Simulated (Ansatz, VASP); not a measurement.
SnSe in VASP and in Ansatz

```
Sn Se
1.0
     0.00000    2.94665    2.94665
     3.20448    0.00000    2.94665
     3.20448    2.94665    0.00000
Sn Se
1 1
Cartesian
  0.0000 0.0000 0.0000
  3.2045 2.9466 2.9466
```

Change from the starting cell: strain +0.0875 x Voigt [1, 0, 0, 0, 0, 0], atoms carried along.

Alike in both runs: task single point; functional LDA; k mesh 8 × 8 × 8; occupations gaussian, width 0.05 eV; no spin polarisation.

|  | VASP | Ansatz |
| --- | --- | --- |
| version | VASP 6.6.1 | Ansatz 0.2.0 |
| potentials or method | VASP PAW LDA potentials, release 64 (Sn_d, Se), cutoff 520 eV | scalar-relativistic, plane waves, PAW |
| valence electrons in the cell | 20 | 30 |

|  | VASP | Ansatz | Ansatz less VASP |
| --- | --- | --- | --- |
| gap on the k mesh at the Fermi level (eV) | 0.48 | 0.49 | +0.010 |
| least direct gap on the mesh (eV) | 0.57 | 0.58 | +0.007 |
| pressure (GPa) | -3.3 | -3.4 | -0.08 |
| traceless stress, the component that is largest in VASP (GPa) | -4.70 | -4.64 | +0.056 |

LDA's correlation is that of Perdew and Zunger in VASP and of Perdew and Wang (1992) in Ansatz. VASP's potentials hold 20 valence electrons a cell and Ansatz's 30, so a difference there can come from the potentials and not from the codes.
